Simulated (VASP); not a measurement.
# Hf (Pm-3m) in VASP: further runs

Runs on Hf. Level: PBE. Tasks: relaxation of cell and atoms.

Everything below comes from runs of VASP 6.6.1. Logs are shortened: lines on timing, memory, paths and dates and some standing lists are left out, and cuts for length are marked.

**1. The cell of the first run**

It takes space group Pm-3m (No. 221, cubic). The conventional cell has a = 2.910 Å, b = 2.910 Å, c = 2.910 Å, α = 90.00°, β = 90.00°, γ = 90.00°. Within 3.8 Å of Hf (site symmetry m-3m) lie 6 Hf at 2.91 Å.

**2. Relaxation of cell and atoms, PBE**

The input, INCAR:

```
PREC     = Accurate       # precision mode
ENCUT    = 600            # plane-wave cutoff, eV
EDIFF    = 1E-7           # SCF threshold, eV
ISMEAR   = -1             # smearing method
SIGMA    = 0.05           # smearing width, eV
LREAL    = False          # projectors in reciprocal space
LASPH    = True           # aspherical terms in the spheres
NELM     = 60             # most SCF steps
ALGO     = Normal         # electronic algorithm
ISIF     = 3              # what is computed and relaxed
LWAVE    = False          # write WAVECAR
LCHARG   = False          # write CHGCAR
GGA      = PE             # functional
IBRION   = 2              # ionic algorithm
NSW      = 60             # ionic steps
EDIFFG   = -0.03          # ionic threshold
```

The input, KPOINTS:

```
Automatic mesh
0
Gamma
  15 15 15
```

The input, POSCAR:

```
Hf
1.0
    2.9100000000      0.0000000000      0.0000000000
    0.0000000000      2.9100000000      0.0000000000
    0.0000000000      0.0000000000      2.9100000000
Hf
1
Direct
    0.0000000000      0.0000000000      0.0000000000
```

Potentials or basis: VASP PAW PBE potentials, release 64 (Hf_pv).

Run with:

```bash
> cat potpaw_PBE.64/Hf_pv/POTCAR > POTCAR
> mpirun -np 1 vasp_std > vasp.out
```

OUTCAR:

```text
PREC = Accurate
   ENCUT = 600
   EDIFF = 1E-7
   ISMEAR = -1
   LREAL = False
   LASPH = True
   NELM = 60
   ISIF = 3
   GGA = PE
   IBRION = 2
   NSW = 60
   EDIFFG = -0.03

 ion  position               nearest neighbor table
   1  0.000  0.000  0.000-

  LATTYP: Found a simple cubic cell.
 ALAT       =     2.9100000000

  Lattice vectors:

 A1 = (   2.9100000000,   0.0000000000,   0.0000000000)
 A2 = (   0.0000000000,   2.9100000000,   0.0000000000)
 A3 = (   0.0000000000,   0.0000000000,   2.9100000000)

Analysis of symmetry for initial positions (statically):
=====================================================================
 Subroutine PRICEL returns:
 Original cell was already a primitive cell.

 Routine SETGRP: Setting up the symmetry group for a
 simple cubic supercell.

 Subroutine GETGRP returns: Found 48 space group operations
 (whereof 48 operations were pure point group operations)
 out of a pool of 48 trial point group operations.

The static configuration has the point symmetry O_h .

Analysis of symmetry for dynamics (positions and initial velocities):
=====================================================================
 Subroutine PRICEL returns:
 Original cell was already a primitive cell.

 Routine SETGRP: Setting up the symmetry group for a
 simple cubic supercell.

 Subroutine GETGRP returns: Found 48 space group operations
 (whereof 48 operations were pure point group operations)
 out of a pool of 48 trial point group operations.

The dynamic configuration has the point symmetry O_h .

 Subroutine INISYM returns: Found 48 space group operations
 (whereof 48 operations are pure point group operations),
 and found     1 'primitive' translations

----------------------------------------------------------------------------------------

                                     Primitive cell

  volume of cell :      24.6422

  direct lattice vectors                    reciprocal lattice vectors
     2.910000000  0.000000000  0.000000000     0.343642612  0.000000000  0.000000000
     0.000000000  2.910000000  0.000000000     0.000000000  0.343642612  0.000000000
     0.000000000  0.000000000  2.910000000     0.000000000  0.000000000  0.343642612

  length of vectors
     2.910000000  2.910000000  2.910000000     0.343642612  0.343642612  0.343642612

  position of ions in fractional coordinates (direct lattice)
     0.000000000  0.000000000  0.000000000

  ion indices of the primitive-cell ions
   primitive index   ion index
                 1           1

----------------------------------------------------------------------------------------

 KPOINTS: Automatic mesh

Automatic generation of k-mesh.
 Grid dimensions read from file:
 generate k-points for:   15   15   15

 Generating k-lattice:

  Cartesian coordinates                     Fractional coordinates (reciprocal lattice)
     0.022909507  0.000000000  0.000000000     0.066666667  0.000000000  0.000000000
     0.000000000  0.022909507  0.000000000     0.000000000  0.066666667  0.000000000
     0.000000000  0.000000000  0.022909507     0.000000000  0.000000000  0.066666667

  Length of vectors
     0.022909507  0.022909507  0.022909507

  Shift w.r.t. Gamma in fractional coordinates (k-lattice)
     0.000000000  0.000000000  0.000000000

 Subroutine IBZKPT returns following result:
 ===========================================

 Found    120 irreducible k-points:

 Following reciprocal coordinates:
            Coordinates               Weight
  0.000000  0.000000  0.000000      1.000000
  0.066667  0.000000  0.000000      6.000000
  0.133333  0.000000  0.000000      6.000000
  0.200000  0.000000  0.000000      6.000000
  0.266667  0.000000  0.000000      6.000000
  0.333333  0.000000  0.000000      6.000000
[... 16 lines left out ...]
  0.266667  0.200000  0.000000     24.000000
[... 21 lines left out ...]
   LREAL  =      F    real-space projection
   EDIFFG = -.3E-01   stopping-criterion for IOM
   NSW    =     60    number of steps for IOM
   IBRION =      2    ionic relax: 0-MD 1-quasi-New 2-CG
   NFREE  =      1    steps in history (QN), initial steepest desc. (CG)
   ISIF   =      3    stress and relaxation
   ISYM   =      2    0-nonsym 1-usesym 2-fastsym
   POTIM  = 0.5000    time-step for ionic-motion
   TEBEG  =    0.0;   TEEND  =   0.0 temperature during run
   PSTRESS=    0.0 pullay stress
   NELECT =      10.0000    total number of electrons
   NUPDOWN=      -1.0000    fix difference up-down
   EMIN   =  10.00;   EMAX   =-10.00  energy-range for DOS
   EFERMI =   0.00;   METHOD = LEGACY
   ISMEAR =    -1;   SIGMA  =   0.05  broadening in eV -4-tet -1-fermi 0-gaus
   EFERMI_NEDOS =   21; number of points for ismear=-14 and -15
   IALGO  =     38    algorithm
   IMIX   =      4    mixing-type and parameters
     AMIX     =   0.40;   BMIX     =  1.00
     AMIX_MAG =   1.60;   BMIX_MAG =  1.00
  volume/ion in A,a.u.               =      24.64       166.29
  Fermi-wavevector in a.u.,A,eV,Ry     =   1.212035  2.290414 19.987352  1.469029
  Thomas-Fermi vector in A             =   2.347532
   LORBIT       =      0    0 simple, 1 ext, 2 COOP (PROOUT), +10 PAW based schemes
   GGA     = PE    functional components
   LHFCALC =     F    Hartree Fock is set to
   AEXX    =    0.0000 exact exchange contribution
   IVDW    =     0    specifies the selected vdW correction
   LEPSILON=     F    determine dielectric tensor
   LRPA    =     F    only Hartree local field effects (RPA)
 conjugate gradient relaxation of ions
 non-spin polarized calculation
  energy-cutoff  :      600.00
  volume of cell :       24.64
 maximum number of plane-waves:       840
 NGX is ok and might be reduce to    24
   NGX = 11   NGY = 11   NGZ = 11

--------------------------------------- Ionic step        1  -------------------------------------------

 number of electron      10.0000004 magnetization

 Free energy of the ion-electron system (eV)
  ---------------------------------------------------
  ext. energy  EPLUGINS =         0.00000000
  ---------------------------------------------------
  free energy    TOTEN  =        -8.84465935 eV

  energy without entropy =       -8.82656446  energy(sigma->0) =       -8.83561190

------------------------ aborting loop because EDIFF is reached ----------------------------------------

  FORCE on cell =-STRESS in cart. coord.  units (eV):
  Direction    XX          YY          ZZ          XY          YZ          ZX
  --------------------------------------------------------------------------------------
  -------------------------------------------------------------------------------------
  Total        0.0309469      0.0309469      0.0309469     -0.0000000      0.0000000     -0.0000000
  in kB        2.0120988      2.0120988      2.0120988     -0.0000000      0.0000000     -0.0000000
  external PRESSURE =       2.0120988 kB  Pullay stress =       0.0000000 kB

 VOLUME and BASIS-vectors are now :
 -----------------------------------------------------------------------------
  energy-cutoff  :      600.00
  volume of cell :       24.64
      direct lattice vectors                 reciprocal lattice vectors
     2.910000000  0.000000000  0.000000000     0.343642612  0.000000000  0.000000000
     0.000000000  2.910000000  0.000000000     0.000000000  0.343642612  0.000000000
     0.000000000  0.000000000  2.910000000     0.000000000  0.000000000  0.343642612

 POSITION                                       TOTAL-FORCE (eV/Angst)
 -----------------------------------------------------------------------------------
      0.00000      0.00000      0.00000         0.000000      0.000000      0.000000
 -----------------------------------------------------------------------------------
    total drift:                                0.000000      0.000000      0.000000

  FREE ENERGIE OF THE ION-ELECTRON SYSTEM (eV)
  ---------------------------------------------------
  free  energy   TOTEN  =        -8.8446593453 eV

  energy  without entropy=       -8.8265644587  energy(sigma->0) =       -8.83561190

--------------------------------------- Ionic step        2  -------------------------------------------

 number of electron      10.0000004 magnetization

 Free energy of the ion-electron system (eV)
  ---------------------------------------------------
  ext. energy  EPLUGINS =         0.00000000
  ---------------------------------------------------
  free energy    TOTEN  =        -8.84468906 eV

  energy without entropy =       -8.82655310  energy(sigma->0) =       -8.83562108

 E-fermi :   3.8071     XC(G=0): -10.7345

 val. band max:        3.8042236656   @ k =   0.4000   0.1333   0.0667
 cond. band min:       3.8163837034   @ k =   0.4667   0.1333   0.0667
 fundamental gap:      0.0121600378
 Fermi energy:         3.8071017298

 k-point     1 :       0.0000    0.0000    0.0000
  band No.  band energies     occupation
      1     -26.1629      2.00000
      2     -26.1629      2.00000
      3     -26.1629      2.00000
      4      -2.6700      2.00000
      5       2.4021      2.00000
      6       2.4021      2.00000
      7      10.2775      0.00000
      8      10.2775      0.00000
      9      10.2775      0.00000
[... 265 lines left out ...]
 k-point    24 :       0.3333    0.2000    0.0000
  band No.  band energies     occupation
      1     -26.8258      2.00000
      2     -26.4216      2.00000
      3     -26.0739      2.00000
      4       0.4489      2.00000
      5       3.2934      1.99993
      6       4.4548      0.00000
      7       6.6512      0.00000
      8       7.7054      0.00000
      9       9.2150      0.00000

 [... further k-points ...]
[... 5 lines left out ...]
  --------------------------------------------------------------------------------------
  -------------------------------------------------------------------------------------
  Total       -0.0177748     -0.0177748     -0.0177748      0.0000000      0.0000000      0.0000000
  in kB       -1.1505134     -1.1505134     -1.1505134      0.0000000      0.0000000      0.0000000
  external PRESSURE =      -1.1505134 kB  Pullay stress =       0.0000000 kB

 VOLUME and BASIS-vectors are now :
 -----------------------------------------------------------------------------
  energy-cutoff  :      600.00
  volume of cell :       24.75
      direct lattice vectors                 reciprocal lattice vectors
     2.914344521  0.000000000 -0.000000000     0.343130331  0.000000000 -0.000000000
    -0.000000000  2.914344521 -0.000000000    -0.000000000  0.343130331 -0.000000000
     0.000000000  0.000000000  2.914344521     0.000000000  0.000000000  0.343130331

 POSITION                                       TOTAL-FORCE (eV/Angst)
 -----------------------------------------------------------------------------------
      0.00000      0.00000      0.00000        -0.000000     -0.000000      0.000000
 -----------------------------------------------------------------------------------
    total drift:                               -0.000000      0.000000      0.000000

  FREE ENERGIE OF THE ION-ELECTRON SYSTEM (eV)
  ---------------------------------------------------
  free  energy   TOTEN  =        -8.8446890614 eV

  energy  without entropy=       -8.8265531007  energy(sigma->0) =       -8.83562108

 reached required accuracy - stopping structural energy minimisation
```

It took 21 s on 1 thread of Intel Xeon Platinum 8259CL at 2.50GHz (Skylake/Cascade Lake), shared host; peak memory 0.17 GiB.

Results:

| Property | Result |
| --- | --- |
| Free energy | -8.8447 eV |
| Relaxed volume | 24.75 Å³/atom |
| Relaxed cell | a = 2.914 Å, b = 2.914 Å, c = 2.914 Å, α = 90.00°, β = 90.00°, γ = 90.00° |
| Space group after relaxing (to 0.05 Å) | Pm-3m (No. 221) |
| Energy gained by relaxing | 0.0 meV/atom |
| Ionic steps | 2 |
| Pressure after relaxing | -0.1 GPa |
| Band gap on the k mesh | zero (band 5 reaches 4.72 eV, above the bottom of band 6 at 2.40 eV) |

Final structure:
```
Hf
1.0
     2.91434    0.00000    0.00000
     0.00000    2.91434    0.00000
     0.00000    0.00000    2.91434
Hf
1
Cartesian
  0.0000 0.0000 0.0000
```

Caveat: spin-orbit coupling is left out, which moves the levels of the heavy elements.

**3. Relaxation of cell and atoms, PBE, target pressure 20 GPa, at which the enthalpy is minimised**

The input, INCAR:

```
SYSTEM = Hf
PREC     = Accurate       ! precision mode
ENCUT    = 600            ! plane-wave cutoff, eV
EDIFF    = 1E-6           ! SCF threshold, eV
ISMEAR   = -1             ! smearing method
SIGMA    = 0.05           ! smearing width, eV
LREAL    = .FALSE.        ! projectors in reciprocal space
LASPH    = .TRUE.         ! aspherical terms in the spheres
NELM     = 60             ! most SCF steps
ALGO     = Normal         ! electronic algorithm
ISIF     = 3              ! what is computed and relaxed
LWAVE    = .FALSE.        ! write WAVECAR
LCHARG   = .FALSE.        ! write CHGCAR
GGA      = PE             ! functional
IBRION   = 2              ! ionic algorithm
NSW      = 60             ! ionic steps
EDIFFG   = -0.03          ! ionic threshold
PSTRESS  = 200.0
```

The input, KPOINTS:

```
Automatic mesh
0
G
  15 15 15
  0 0 0
```

POSCAR is that of step 2.

Potentials or basis: VASP PAW PBE potentials, release 64 (Hf_pv).

Run with:

```bash
> cat potpaw_PBE.64/Hf_pv/POTCAR > POTCAR
> mpirun -np 1 vasp_std > vasp.out
```

Run time: 49 s. Hardware: 1 thread of Intel Xeon Platinum 8259CL at 2.50GHz (Skylake/Cascade Lake), shared host; peak memory 0.18 GiB.

The run converged. Its results:

- Free energy: -8.6082 eV
- Relaxed volume: 20.27 Å³/atom
- Relaxed cell: a = 2.726 Å, b = 2.726 Å, c = 2.726 Å, α = 90.00°, β = 90.00°, γ = 90.00°
- Space group after relaxing (to 0.05 Å): Pm-3m (No. 221)
- Energy change on relaxing (the enthalpy is what falls): +236.5 meV/atom
- Ionic steps: 5
- Pressure after relaxing: 20.0 GPa
- Band gap on the k mesh: zero (band 5 reaches 6.15 eV, above the bottom of band 6 at 3.22 eV)

The path:
```csv
step,energy change (eV),largest force (eV/Å),pressure (GPa),volume (Å³)
1,0.0000,0.0000,0.21,24.64
2,1.6808,0.0000,86.31,15.30
3,0.2001,0.0000,17.99,20.57
4,0.2266,0.0000,19.51,20.35
5,0.2365,0.0000,20.03,20.27
```

Final structure:
```cif
data_structure
_symmetry_space_group_name_H-M 'P 1'
_symmetry_Int_Tables_number 1
_cell_length_a 2.7264
_cell_length_b 2.7264
_cell_length_c 2.7264
_cell_angle_alpha 90.000
_cell_angle_beta 90.000
_cell_angle_gamma 90.000
_cell_volume 20.27
loop_
_atom_site_label
_atom_site_type_symbol
_atom_site_fract_x
_atom_site_fract_y
_atom_site_fract_z
_atom_site_occupancy
Hf1 Hf 0.00000 0.00000 0.00000 1
```

Levels at points of the mesh, in eV from the Fermi level:
| k point | band 1 | band 2 | band 3 | band 4 | band 5 | band 6 | band 7 | band 8 | band 9 |
| --- | --- | --- | --- | --- | --- | --- | --- | --- | --- |
| (0.00, 0.00, 0.00) | -29.30 | -29.30 | -29.30 | -7.03 | -1.93 | -1.93 | 8.01 | 8.01 | 8.01 |

Caveat: the cell is relaxed towards a set pressure, so the enthalpy falls and the energy may rise; the volume moved by over 15 % at a fixed basis, so the end points are rough; spin-orbit coupling is left out, which moves the levels of the heavy elements.

**4. Relaxation of cell and atoms, PBE, target pressure 40 GPa, at which the enthalpy is minimised**

The input, INCAR:

```
SYSTEM = Hf
ALGO     = Normal         ! electronic algorithm
EDIFF    = 1E-7           ! SCF threshold, eV
EDIFFG   = -0.03          ! ionic threshold
ENCUT    = 600            ! plane-wave cutoff, eV
GGA      = PE             ! functional
IBRION   = 2              ! ionic algorithm
ISIF     = 3              ! what is computed and relaxed
ISMEAR   = -1             ! smearing method
LASPH    = .TRUE.         ! aspherical terms in the spheres
LCHARG   = .FALSE.        ! write CHGCAR
LREAL    = .FALSE.        ! projectors in reciprocal space
LWAVE    = .FALSE.        ! write WAVECAR
NELM     = 100            ! most SCF steps
NSW      = 60             ! ionic steps
PREC     = Accurate       ! precision mode
PSTRESS  = 400.0        
SIGMA    = 0.05           ! smearing width, eV
```

The input, KPOINTS:

```
k-points
0
G
  15 15 15
  0 0 0
```

POSCAR is that of step 3.

Run with:

```bash
> cat potpaw_PBE.64/Hf_pv/POTCAR > POTCAR
> mpirun -np 1 vasp_std > vasp.out
```

Wall time 68 s (1 thread of Intel Xeon Platinum 8259CL at 2.50GHz (Skylake/Cascade Lake), shared host); peak memory 0.19 GiB.

It converged, with:

```
Free energy                                            : -8.1992 eV
Relaxed volume                                         : 18.03 Å³/atom
Relaxed cell                                           : a = 2.622 Å, b = 2.622 Å, c = 2.622 Å, α = 90.00°, β = 90.00°, γ = 90.00°
Space group after relaxing (to 0.05 Å)                 : Pm-3m (No. 221)
Energy change on relaxing (the enthalpy is what falls) : +645.4 meV/atom
Ionic steps                                            : 5
Pressure after relaxing                                : 40.2 GPa
Band gap on the k mesh                                 : zero (band 5 reaches 7.05 eV, above the bottom of band 6 at 3.69 eV)
```

The path:
```tsv
step	energy change (eV)	largest force (eV/Å)	pressure (GPa)	volume (Å³)
1	0.0000	0.0000	0.20	24.64
2	12.5616	0.0000	647.91	8.62
3	0.3883	0.0000	28.07	19.25
4	0.4960	0.0000	33.26	18.69
5	0.6454	0.0000	40.19	18.03
```

Final structure:
```
Hf
1.0
     2.62228    0.00000    0.00000
     0.00000    2.62228    0.00000
     0.00000    0.00000    2.62228
Hf
1
Direct
  0.00000 0.00000 0.00000
```

Levels at points of the mesh, in eV from the Fermi level:
| k point | band 2 | band 3 | band 4 | band 5 | band 6 | band 7 | band 8 | band 9 |
| --- | --- | --- | --- | --- | --- | --- | --- | --- |
| (0.00, 0.00, 0.00) | -28.94 | -28.94 | -7.32 | -2.33 | -2.33 | 9.01 | 9.01 | 9.01 |

Caveat: the cell is relaxed towards a set pressure, so the enthalpy falls and the energy may rise; the volume moved by over 15 % at a fixed basis, so the end points are rough; spin-orbit coupling is left out, which moves the levels of the heavy elements.

(Part 1 of 2 ends here.)
